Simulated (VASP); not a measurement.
Input of a VASP 6.6.1 run:

The input POSCAR:

```
YTl
1.0
    3.7510000000      0.0000000000      0.0000000000
    0.0000000000      3.7510000000      0.0000000000
    0.0000000000      0.0000000000      3.7510000000
Y Tl
1 1
Direct
    0.5000000000      0.5000000000      0.5000000000
    0.0000000000      0.0000000000      0.0000000000
```

INCAR.step1

```
SYSTEM = YTl
PREC = Accurate
ENCUT = 600
ISMEAR = -1
SIGMA = 0.1
LREAL = .FALSE.
LASPH = .TRUE.
NELM = 60
GGA = PE
ALGO = Normal
EDIFF = 1E-4
LWAVE = .TRUE.
LCHARG = .FALSE.
```

Contents of INCAR.step2:

```
SYSTEM = YTl
PREC = Accurate
ENCUT = 600
EDIFF = 1E-7
ISMEAR = -1
SIGMA = 0.1
LREAL = .FALSE.
LASPH = .TRUE.
NELM = 60
ALGO = Normal
ISIF = 3
LWAVE = .FALSE.
LCHARG = .FALSE.
METAGGA = R2SCAN
LMIXTAU = .TRUE.
IBRION = 2
NSW = 80
EDIFFG = -0.01
ISTART = 1
```

File KPOINTS:

```
Automatic mesh
0
G
  8 8 8
  0 0 0
```

Potentials or basis: VASP PAW PBE potentials, release 64 (Y_sv, Tl_d).

Run with:

```console
$ cat potpaw_PBE.64/Y_sv/POTCAR potpaw_PBE.64/Tl_d/POTCAR > POTCAR
$ cp INCAR.step1 INCAR
$ mpirun -np 1 vasp_std > vasp.out
$ cp INCAR.step2 INCAR
$ mpirun -np 1 vasp_std > vasp.out
```

Problem. Estimate the relaxed volume.

Solution. 26.96 Å³/atom.

Problem. Predict the relaxed cell.

Solution. a = 3.778 Å, b = 3.778 Å, c = 3.778 Å, α = 90.00°, β = 90.00°, γ = 90.00°.

Final structure:
```yaml
crystal:
  lattice:
    - [3.77809, 0.00000, 0.00000]
    - [0.00000, 3.77809, 0.00000]
    - [0.00000, 0.00000, 3.77809]
  atoms:
    - { symbol: Y, position: [0.50000, 0.50000, 0.50000] }
    - { symbol: Tl, position: [0.00000, 0.00000, 0.00000] }
```

Caveat: the PAW data sets were made with another functional, which shifts forces and pressure a little. Zero-point motion and thermal expansion aren't in these numbers.
